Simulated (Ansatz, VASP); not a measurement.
This is a calculation of Al for VASP 6.6.1.

File INCAR:

```
ALGO = Normal
EDIFF = 1E-7
ENCUT = 520
GGA = PE
ISIF = 2
ISMEAR = -1
LASPH = True
LCHARG = True
LELF = True
LREAL = False
LVHAR = True
LWAVE = False
NBANDS = 8
NELM = 60
PREC = Accurate
SIGMA = 0.04
```

Contents of KPOINTS:

```
k-points
0
Gamma
  7 7 7
```

POSCAR

```
Al
1.0
    0.0000000000      2.0248050000      2.0248050000
    2.0248050000      0.0000000000      2.0248050000
    2.0248050000      2.0248050000      0.0000000000
Al
1
Direct
    0.0000000000      0.0000000000      0.0000000000
```

Potentials or basis: VASP PAW PBE potentials, release 64 (Al).

Run with:

```sh
$ cat potpaw_PBE.64/Al/POTCAR > POTCAR
$ mpirun -np 1 vasp_std > vasp.out
```

Task: Set up the same calculation for Ansatz 0.2.0. Potentials there: all-electron LAPW, scalar-relativistic.

Result: As run (the cutoff follows the program's own potentials):

Contents of input.yaml:

```yaml
crystal:
  lattice:
    - [0.0, 2.024805, 2.024805]
    - [2.024805, 0.0, 2.024805]
    - [2.024805, 2.024805, 0.0]
  atoms:
    - { symbol: Al, position: [0.0, 0.0, 0.0] }
kpoints:
  mp_grid: { grid: [7, 7, 7] }
scf:
  occupations: { method: fermi_dirac, width: 0.04 }
hamiltonian:
  xc: pbe
  pseudopotentials: { kind: all_electron, lapw: { basis_error: 0.003 } }
output:
  forces: true
  stress: true
  eigenvalues: true
```

Potentials or basis: all-electron LAPW, scalar-relativistic.

Run with:

```bash
$ ansatz run input.yaml --threads 1 --pin off --max-ram 2560MiB --backend cpu --events-out ev --progress --plain --runs-dir out
```

Both were run:

|  | VASP | Ansatz | Ansatz less VASP |
| --- | --- | --- | --- |
| gap on the k mesh at the Fermi level (eV) | none | none | - |
| pressure (GPa) | -1.0 | -1.0 | +0.05 |

A gap of «none» marks a metal or a gap that the smearing closes. Ansatz ran all-electron here, and VASP with PAW potentials.

The k mesh is coarse, so the values compare programs but aren't converged.
